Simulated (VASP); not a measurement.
Runs of VASP 6.6.1 on IrRu2. The structure is that of space group Fd-3m (No. 227), or close to it. The cells are those of the table. 

```csv
task,cell,k mesh,cutoff (eV),gap on the mesh (eV),pressure (GPa),relaxed volume (Å³/atom)
single point,"a = 5.003 Å, angles 60.0°, 6 atoms",10 × 10 × 10,520,none,0.1,-
single point,"a = 5.001 Å, angles 60.0°, 6 atoms",4 × 4 × 4,520,none,0.1,-
relaxation of cell and atoms,"relaxed from a = 4.824 Å, angles 60.0°, 6 atoms",4 × 4 × 4,600,none,0.1,14.74
relaxation of cell and atoms,"relaxed from a = 5.001 Å, angles 60.0°, 6 atoms",10 × 10 × 10,600,none,0.0,(a)
single point,"a = 4.824 Å, angles 60.0°, 6 atoms",4 × 4 × 4,520,none,39.5,-
```

Alike in all rows: level PBE; potentials or basis VASP PAW PBE potentials, release 64 (Ru_pv, Ir); no spin polarisation; smearing gaussian 0.1 eV.

Question: Estimate the missing entries.

Answer: (a) 14.76.

Caveats: some runs use coarse meshes; spin-orbit coupling is left out, which moves the levels of the heavy elements.

A k mesh can miss the band edges, and the runs leave out spin-orbit coupling on Ir, Ru.

A gap of «none» marks levels without a gap at the run's occupations.
